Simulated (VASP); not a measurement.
# Ba (Fm-3m) in VASP: single point with LDA

Aim: the single point of Ba with LDA.

All numbers are computed with VASP 6.6.1; they aren't measurements. Logs are shortened: lines on timing, memory, paths and dates and some standing lists are left out, and cuts for length are marked.

### Step 1. The cell of the first run

It takes space group Fm-3m (No. 225, cubic). The conventional cell has a = 6.465 Å, b = 6.465 Å, c = 6.465 Å, α = 90.00°, β = 90.00°, γ = 90.00°.

### Step 2. Single point, LDA

INCAR reads:

```
PREC     = Accurate       # precision mode
ENCUT    = 500            # plane-wave cutoff, eV
EDIFF    = 1E-6           # SCF threshold, eV
ISMEAR   = -1             # smearing method
SIGMA    = 0.1            # smearing width, eV
LREAL    = F              # projectors in reciprocal space
LASPH    = T              # aspherical terms in the spheres
NELM     = 120            # most SCF steps
ALGO     = Normal         # electronic algorithm
ISIF     = 2              # what is computed and relaxed
LWAVE    = F              # write WAVECAR
LCHARG   = T              # write CHGCAR
LELF     = T              # ELF
LVHAR    = T            
NBANDS   = 11             # bands
GGA_COMPAT= F
```

KPOINTS reads:

```
Automatic mesh
0
Gamma
  5 5 5
```

POSCAR reads:

```
Ba
1.0
    0.0000000000      3.2326650000      3.2326650000
    3.2326650000      0.0000000000      3.2326650000
    3.2326650000      3.2326650000      0.0000000000
Ba
1
Direct
    0.0000000000      0.0000000000      0.0000000000
```

Potentials or basis: VASP PAW LDA potentials, release 64 (Ba_sv).

On the command line:

```sh
> cat potpaw_LDA.64/Ba_sv/POTCAR > POTCAR
> mpirun -np 1 vasp_std > vasp.out
```

OUTCAR:

```text
PREC = Accurate
   ENCUT = 500
   EDIFF = 1E-6
   ISMEAR = -1
   LREAL = F
   LASPH = T
   NELM = 120
   ISIF = 2

 ion  position               nearest neighbor table
   1  0.000  0.000  0.000-

  LATTYP: Found a face centered cubic cell.
 ALAT       =     6.4653300000

  Lattice vectors:

 A1 = (   0.0000000000,   3.2326650000,   3.2326650000)
 A2 = (   3.2326650000,   0.0000000000,   3.2326650000)
 A3 = (   3.2326650000,   3.2326650000,   0.0000000000)

Analysis of symmetry for initial positions (statically):
=====================================================================
 Subroutine PRICEL returns:
 Original cell was already a primitive cell.

 Routine SETGRP: Setting up the symmetry group for a
 face centered cubic supercell.

 Subroutine GETGRP returns: Found 48 space group operations
 (whereof 48 operations were pure point group operations)
 out of a pool of 48 trial point group operations.

The static configuration has the point symmetry O_h .

Analysis of symmetry for dynamics (positions and initial velocities):
=====================================================================
 Subroutine PRICEL returns:
 Original cell was already a primitive cell.

 Routine SETGRP: Setting up the symmetry group for a
 face centered cubic supercell.

 Subroutine GETGRP returns: Found 48 space group operations
 (whereof 48 operations were pure point group operations)
 out of a pool of 48 trial point group operations.

The dynamic configuration has the point symmetry O_h .

 Subroutine INISYM returns: Found 48 space group operations
 (whereof 48 operations are pure point group operations),
 and found     1 'primitive' translations

----------------------------------------------------------------------------------------

                                     Primitive cell

  volume of cell :      67.5635

  direct lattice vectors                    reciprocal lattice vectors
     0.000000000  3.232665000  3.232665000    -0.154671146  0.154671146  0.154671146
     3.232665000  0.000000000  3.232665000     0.154671146 -0.154671146  0.154671146
     3.232665000  3.232665000  0.000000000     0.154671146  0.154671146 -0.154671146

  length of vectors
     4.571678686  4.571678686  4.571678686     0.267898283  0.267898283  0.267898283

  position of ions in fractional coordinates (direct lattice)
     0.000000000  0.000000000  0.000000000

  ion indices of the primitive-cell ions
   primitive index   ion index
                 1           1

----------------------------------------------------------------------------------------

 KPOINTS: Automatic mesh

Automatic generation of k-mesh.
 Grid dimensions read from file:
 generate k-points for:    5    5    5

 Generating k-lattice:

  Cartesian coordinates                     Fractional coordinates (reciprocal lattice)
    -0.030934229  0.030934229  0.030934229     0.200000000  0.000000000  0.000000000
     0.030934229 -0.030934229  0.030934229     0.000000000  0.200000000  0.000000000
     0.030934229  0.030934229 -0.030934229     0.000000000  0.000000000  0.200000000

  Length of vectors
     0.053579657  0.053579657  0.053579657

  Shift w.r.t. Gamma in fractional coordinates (k-lattice)
     0.000000000  0.000000000  0.000000000

 Subroutine IBZKPT returns following result:
 ===========================================

 Found     10 irreducible k-points:

 Following reciprocal coordinates:
            Coordinates               Weight
  0.000000  0.000000  0.000000      1.000000
  0.200000  0.000000  0.000000      8.000000
  0.400000  0.000000  0.000000      8.000000
  0.200000  0.200000  0.000000      6.000000
  0.400000  0.200000  0.000000     24.000000
 -0.400000  0.200000  0.000000     24.000000
 -0.200000  0.200000  0.000000     12.000000
  0.400000  0.400000  0.000000      6.000000
 -0.400000  0.400000  0.000000     12.000000
 -0.400000  0.400000  0.200000     24.000000
   k-points           NKPTS =     10   k-points in BZ     NKDIM =     10   number of bands    NBANDS=     11
   number of dos      NEDOS =    301   number of ions     NIONS =      1
   total plane-waves  NPLWV =  46656
   dimension x,y,z NGX =    36 NGY =   36 NGZ =   36
   dimension x,y,z NGXF=    72 NGYF=   72 NGZF=   72
   ions per type =               1
   NGX,Y,Z   is equivalent  to a cutoff of  13.09, 13.09, 13.09 a.u.
   NGXF,Y,Z  is equivalent  to a cutoff of  26.18, 26.18, 26.18 a.u.
 SYSTEM =  unknown system
   PREC   = accura    normal or accurate (medium, high low for compatibility)
   ISTART =      0    job   : 0-new  1-cont  2-samecut
   ICHARG =      2    charge: 1-file 2-atom 10-const
   ISPIN  =      1    spin polarized calculation?
   LNONCOLLINEAR =      F non collinear calculations
   LSORBIT =      F    spin-orbit coupling
   LASPH  =      T    aspherical Exc in radial PAW
   ENCUT  =  500.0 eV  36.75 Ry    6.06 a.u.   8.34  8.34  8.34*2*pi/ulx,y,z
   NELM   =    120;   NELMIN=  2; NELMDL= -5     # of ELM steps
   EDIFF  = 0.1E-05   stopping-criterion for ELM
   LREAL  =      F    real-space projection
   EDIFFG = 0.1E-04   stopping-criterion for IOM
   NSW    =      0    number of steps for IOM
   IBRION =     -1    ionic relax: 0-MD 1-quasi-New 2-CG
   NFREE  =      0    steps in history (QN), initial steepest desc. (CG)
   ISIF   =      2    stress and relaxation
   ISYM   =      2    0-nonsym 1-usesym 2-fastsym
   POTIM  = 0.5000    time-step for ionic-motion
   TEBEG  =    0.0;   TEEND  =   0.0 temperature during run
   PSTRESS=    0.0 pullay stress
   NELECT =      10.0000    total number of electrons
   NUPDOWN=      -1.0000    fix difference up-down
   EMIN   =  10.00;   EMAX   =-10.00  energy-range for DOS
   EFERMI =   0.00;   METHOD = LEGACY
   ISMEAR =    -1;   SIGMA  =   0.10  broadening in eV -4-tet -1-fermi 0-gaus
   EFERMI_NEDOS =   21; number of points for ismear=-14 and -15
   IALGO  =     38    algorithm
   IMIX   =      4    mixing-type and parameters
     AMIX     =   0.40;   BMIX     =  1.00
     AMIX_MAG =   1.60;   BMIX_MAG =  1.00
  volume/ion in A,a.u.               =      67.56       455.94
  Fermi-wavevector in a.u.,A,eV,Ry     =   0.865973  1.636451 10.203124  0.749908
  Thomas-Fermi vector in A             =   1.984294
   LORBIT       =      0    0 simple, 1 ext, 2 COOP (PROOUT), +10 PAW based schemes
   GGA     = CA    functional components
   LHFCALC =     F    Hartree Fock is set to
   AEXX    =    0.0000 exact exchange contribution
   IVDW    =     0    specifies the selected vdW correction
   LEPSILON=     F    determine dielectric tensor
   LRPA    =     F    only Hartree local field effects (RPA)
 non-spin polarized calculation
  energy-cutoff  :      500.00
  volume of cell :       67.56
 maximum number of plane-waves:      1736
 NGX is ok and might be reduce to    36
   NGX = 17   NGY = 17   NGZ = 17

 number of electron      10.0000000 magnetization

 Free energy of the ion-electron system (eV)
  ---------------------------------------------------
  ext. energy  EPLUGINS =         0.00000000
  ---------------------------------------------------
  free energy    TOTEN  =        -2.19352682 eV

  energy without entropy =       -2.14126834  energy(sigma->0) =       -2.16739758

 E-fermi :   1.2232     XC(G=0):  -7.3891

 val. band max:        1.2168960315   @ k =   0.4000   0.4000   0.0000
 cond. band min:       1.3250839112   @ k =  -0.4000   0.4000   0.0000
 fundamental gap:      0.1081878797
 Fermi energy:         1.2231786001

 k-point     1 :       0.0000    0.0000    0.0000
  band No.  band energies     occupation
      1     -27.7128      2.00000
      2     -12.7144      2.00000
      3     -12.7144      2.00000
      4     -12.7144      2.00000
      5      -1.5078      2.00000
      6       2.8846      0.00000
      7       2.8846      0.00000
      8       2.8846      0.00000
      9       4.3204      0.00000
     10       4.3204      0.00000
     11       7.1378      0.00000

 k-point     2 :       0.2000    0.0000    0.0000
  band No.  band energies     occupation
      1     -27.7026      2.00000
      2     -12.8484      2.00000
      3     -12.7318      2.00000
      4     -12.7318      2.00000
      5      -0.8969      2.00000
      6       2.3278      0.00003
      7       3.0717      0.00000
      8       3.0717      0.00000
      9       4.1662      0.00000
     10       4.1662      0.00000
     11       7.5579      0.00000

 k-point     3 :       0.4000    0.0000    0.0000
  band No.  band energies     occupation
      1     -27.6860      2.00000
      2     -13.0534      2.00000
      3     -12.7597      2.00000
      4     -12.7597      2.00000
      5       0.1411      1.99996
      6       2.0813      0.00038
      7       2.8270      0.00000
      8       2.8270      0.00000
      9       5.0963      0.00000
     10       5.0963      0.00000
     11       6.6525      0.00000

 k-point     4 :       0.2000    0.2000    0.0000
  band No.  band energies     occupation
      1     -27.6992      2.00000
      2     -12.8437      2.00000
      3     -12.7615      2.00000
      4     -12.7615      2.00000
      5      -0.6935      2.00000
      6       2.0575      0.00048
      7       3.1873      0.00000
      8       3.4023      0.00000
      9       3.4023      0.00000
     10       4.6444      0.00000
     11       8.9539      0.00000
[... 43 lines left out ...]
 k-point     8 :       0.4000    0.4000    0.0000
  band No.  band energies     occupation
      1     -27.6771      2.00000
      2     -13.0337      2.00000
      3     -12.8365      2.00000
      4     -12.8365      2.00000
      5       0.4625      1.99901
      6       1.2169      1.03140
      7       2.7396      0.00000
      8       4.9331      0.00000
      9       4.9331      0.00000
     10       5.2989      0.00000
     11       7.5856      0.00000

 k-point     9 :      -0.4000    0.4000    0.0000
  band No.  band energies     occupation
      1     -27.6736      2.00000
      2     -13.0250      2.00000
      3     -12.9065      2.00000
      4     -12.8305      2.00000
      5       0.8472      1.95446
      6       1.3251      0.53042
      7       2.6014      0.00000
      8       4.3954      0.00000
      9       5.2937      0.00000
     10       5.3896      0.00000
     11       6.6132      0.00000

 k-point    10 :      -0.4000    0.4000    0.2000
  band No.  band energies     occupation
      1     -27.6757      2.00000
      2     -12.9964      2.00000
      3     -12.9099      2.00000
      4     -12.8267      2.00000
      5       1.1186      1.48009
      6       1.6761      0.02136
      7       1.8741      0.00298
      8       3.7087      0.00000
      9       5.0302      0.00000
     10       5.7983      0.00000
     11       7.0248      0.00000

------------------------ aborting loop because EDIFF is reached ----------------------------------------

  FORCE on cell =-STRESS in cart. coord.  units (eV):
  Direction    XX          YY          ZZ          XY          YZ          ZX
  --------------------------------------------------------------------------------------
  -------------------------------------------------------------------------------------
  Total       -0.6683569     -0.6683569     -0.6683569      0.0000000      0.0000000     -0.0000000
  in kB      -15.8491842    -15.8491842    -15.8491842      0.0000000      0.0000000     -0.0000000
  external PRESSURE =     -15.8491842 kB  Pullay stress =       0.0000000 kB

 VOLUME and BASIS-vectors are now :
 -----------------------------------------------------------------------------
  energy-cutoff  :      500.00
  volume of cell :       67.56
      direct lattice vectors                 reciprocal lattice vectors
     0.000000000  3.232665000  3.232665000    -0.154671146  0.154671146  0.154671146
     3.232665000  0.000000000  3.232665000     0.154671146 -0.154671146  0.154671146
     3.232665000  3.232665000  0.000000000     0.154671146  0.154671146 -0.154671146

 POSITION                                       TOTAL-FORCE (eV/Angst)
 -----------------------------------------------------------------------------------
      0.00000      0.00000      0.00000         0.000000      0.000000     -0.000000
 -----------------------------------------------------------------------------------
    total drift:                               -0.000000     -0.000000     -0.000000

  FREE ENERGIE OF THE ION-ELECTRON SYSTEM (eV)
  ---------------------------------------------------
  free  energy   TOTEN  =        -2.1935268177 eV

  energy  without entropy=       -2.1412683413  energy(sigma->0) =       -2.16739758
```

Wall time 7.2 s (1 thread of AMD EPYC 9R45 (Zen 5), shared host); peak memory 0.12 GiB.

Results:

```
Free energy : -2.1935 eV
Pressure    : -1.6 GPa
```

Caveat: spin-orbit coupling is left out, which moves the levels of the heavy elements.
